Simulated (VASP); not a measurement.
## Zr2BiN2: single point with PBE

The system is Zr2BiN2.

```
Zr Bi N
1.0
     4.40390    0.00000    0.00000
     0.00000    4.40390    0.00000
     0.00000    0.00000    4.52746
Zr Bi N
2 1 2
Direct
  0.50000 0.00000 0.50000
  0.00000 0.50000 0.50000
  0.00000 0.00000 0.00000
  0.50000 0.50000 0.65698
  0.50000 0.50000 0.34302
```

```json
{"Program": "VASP 6.6.1", "Task": "single point", "Functional": "PBE", "Potentials or basis": "VASP PAW PBE potentials, release 64 (Zr_sv, Bi_d, N_h)", "Cutoff": "910 eV", "k mesh": "4 × 4 × 4", "Occupations": "gaussian, width 0.1 eV", "Spin": "no spin polarisation"}
```

```yaml
Pressure: 0.2 GPa
Largest_force: 0.063 eV/Å
```

Forces in eV/Å, atoms in the order of the input:
```
Zr   0.000  0.000  0.000
Zr   0.000  0.000  0.000
Bi   0.000  0.000  0.000
N    0.000  0.000  0.063
N    0.000  0.000 -0.063
```

Stress tensor (GPa, compression positive):
```
 0.37  0.00  0.00
 0.00  0.37  0.00
 0.00  0.00 -0.14
```

Levels at points of the mesh, in eV from the Fermi level:
| k point | band 22 | band 23 | band 24 | band 25 | band 26 | band 27 |
| --- | --- | --- | --- | --- | --- | --- |
| (0.00, 0.00, 0.00) | -1.88 | -1.77 | -0.80 | 0.16 | 0.16 | 0.74 |
| (0.50, 0.00, 0.00) | -2.05 | -1.12 | -0.55 | 0.62 | 0.91 | 1.24 |
| (0.50, 0.50, 0.00) | -3.09 | -0.30 | -0.30 | -0.10 | -0.10 | 2.81 |
| (0.00, 0.00, 0.50) | -3.79 | -1.75 | -0.21 | -0.21 | 1.13 | 2.46 |
| (0.50, 0.00, 0.50) | -1.80 | -1.63 | -0.48 | 0.23 | 1.36 | 1.39 |
| (0.50, 0.50, 0.50) | -2.64 | -0.18 | -0.18 | 1.13 | 1.13 | 1.78 |

Run time: 84 s on 1 thread of Intel(R) Xeon(R) Platinum 8375C CPU @ 2.90GHz (Ice Lake), on a shared host, peak memory 0.39 GiB.

Caveat: the cutoff is under 1.25 times the usual one of these potentials, so pressure, stress and relaxed cells hold a basis-set (Pulay) error; spin-orbit coupling is left out, which moves the levels of the heavy elements.
